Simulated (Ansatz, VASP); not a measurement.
## AlAs in VASP and in Ansatz

```
Al As
1.0
     0.00000    2.77262    2.77262
     2.77262    0.00000    2.77262
     2.77262    2.77262    0.00000
Al As
1 1
Direct
  0.00000 0.00000 0.00000
  0.75000 0.75000 0.75000
```

Change from the starting cell: volume scaled by 0.94.

Alike in both runs: task single point; functional PBEsol; k mesh 10 × 10 × 10; occupations fermi-dirac, width 0.05 eV; no spin polarisation.

|  | VASP | Ansatz |
| --- | --- | --- |
| version | VASP 6.6.1 | Ansatz 0.2.0 |
| potentials or method | VASP PAW PBE potentials, release 64 (Al, As), cutoff 500 eV | all-electron LAPW, scalar-relativistic |

```csv
,VASP,Ansatz,Ansatz less VASP
pressure (GPa),6.2,5.7,-0.41
```

VASP's potentials were made for PBE, not for PBEsol. Ansatz ran all-electron here, and VASP with PAW potentials.
